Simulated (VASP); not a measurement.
MoS2, 48 atoms in the cell. It takes space group R3m (No. 160, trigonal). The conventional cell has a = 3.160 Å, b = 3.160 Å, c = 18.450 Å, α = 90.00°, β = 90.00°, γ = 120.00°. Mo (site symmetry 3m) has 6 S at 2.39 Å and 6 Mo at 3.16 Å within 3.2 Å. S (site symmetry 3m) has 3 Mo at 2.39 Å and 7 S at 3.08 to 3.16 Å within 3.2 Å. Within 3.2 Å of S (site symmetry 3m) lie 3 Mo at 2.39 Å and 7 S at 3.08 to 3.16 Å. 

```yaml
Program: VASP 6.6.1
Task: single point
Functional: PBE
Potentials_or_basis: VASP PAW PBE potentials, release 64 (Mo_sv, S)
Cutoff: 520 eV
k_mesh: 2 × 1 × 1
Occupations: gaussian, width 0.05 eV
Spin: no spin polarisation
Dipole_correction: no
Further_INCAR_settings: LREAL = Auto; ALGO = Normal; EDIFF = 1e-06; NBANDS = 238
```

Potentials or basis: VASP PAW PBE potentials, release 64 (Mo_sv, S).

The run is started by

```sh
$ cat potpaw_PBE.64/Mo_sv/POTCAR potpaw_PBE.64/S/POTCAR > POTCAR
$ mpirun -np 1 vasp_std > vasp.out
```

Hardware: 1 thread of Oxide Virtual Turin-like Processor, with other jobs on the host.

Q: How long does it take, and how much memory?

A: Run time: 13 min on 1 thread of Oxide Virtual Turin-like Processor, on a shared host, peak memory 0.85 GiB. Counts: scf iterations 17, k points 2.
